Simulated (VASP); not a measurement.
Wanted: the native input for a VASP 6.6.1 run.

* Task: relaxation of cell and atoms
* Functional: PBEsol
* Potentials or basis: VASP PAW PBE potentials, release 64 (Sc_sv, Al)
* Cutoff: 600 eV
* k mesh: 12 × 12 × 12
* Occupations: fermi-dirac, width 0.15 eV
* Spin: no spin polarisation
* Dipole correction: no
* Further INCAR settings: ALGO = Normal; EDIFF = 1e-07; IBRION = 2; EDIFFG = -0.001; NSW = 80; ISIF = 3

The structure of ScAl3 lies in POSCAR:

```
ScAl3
1.0
    4.0709863541      0.0000000000      0.0000000000
    0.0000000000      4.0709863541      0.0000000000
    0.0000000000      0.0000000000      4.0709863541
Sc Al
1 3
Direct
    0.0000000000      0.0000000000      0.0000000000
    0.5000000000      0.0000000000      0.5000000000
    0.0000000000      0.5000000000      0.5000000000
    0.5000000000      0.5000000000      0.0000000000
```

The input as run:

INCAR

```
SYSTEM = ScAl3
PREC = Accurate
ENCUT = 600
EDIFF = 1E-7
ISMEAR = -1
SIGMA = 0.15
LREAL = .FALSE.
LASPH = .TRUE.
NELM = 100
ALGO = Normal
ISIF = 3
LWAVE = .FALSE.
LCHARG = .FALSE.
GGA = PS
IBRION = 2
NSW = 80
EDIFFG = -0.001
```

KPOINTS

```
regular mesh
0
G
  12 12 12
  0 0 0
```

Potentials or basis: VASP PAW PBE potentials, release 64 (Sc_sv, Al).

The run is started by

```console
$ cat potpaw_PBE.64/Sc_sv/POTCAR potpaw_PBE.64/Al/POTCAR > POTCAR
$ mpirun -np 1 vasp_std > vasp.out
```

Results of the run:

* Relaxed volume: 16.93 Å³/atom
* Relaxed cell: a = 4.076 Å, b = 4.076 Å, c = 4.076 Å, α = 90.00°, β = 90.00°, γ = 90.00°
* Space group after relaxing (to 0.1 Å): Pm-3m (No. 221)
* Energy gained by relaxing: 0.1 meV/atom
* Ionic steps: 3
* Pressure after relaxing: 0.0 GPa
* Band gap on the k mesh: zero (bands 10 and 11 overlap by 3.89 eV)

Caveat: the PAW data sets were made with another functional, which shifts forces and pressure a little.

Wall time 2.1 min on 1 thread of Intel(R) Xeon(R) Platinum 8488C (Sapphire Rapids), on a shared host, peak memory 0.27 GiB.
